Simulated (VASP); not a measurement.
The system is BeS.

```
CELL_PARAMETERS angstrom
0.00000 2.31730 2.31730
2.31730 0.00000 2.31730
2.31730 2.31730 0.00000
ATOMIC_POSITIONS crystal
Be 0.00000 0.00000 0.00000
S 0.50000 0.50000 0.50000
```

Program: VASP 6.6.1. Alike in all runs: task single point; potentials or basis VASP PAW PBE potentials, release 64 (Be, S); no spin polarisation; cell as given; cutoff (eV) 520; smearing gaussian 0.01 eV. Hardware: 1 thread of Intel Xeon 8259CL, with other jobs on the host.

**Question.** Order these runs on this cell by their wall time, lowest first.
A. level HSE06; k mesh 4 × 4 × 4; grid for exact exchange (PRECFOCK) Normal; screening parameter 0.2079 1/Å
B. level r2SCAN; k mesh 6 × 6 × 6
C. level PBEsol; k mesh 6 × 6 × 6

**Answer.** C (6.4 s), B (33 s), A (190 s).

Caveats: some runs use coarse meshes.
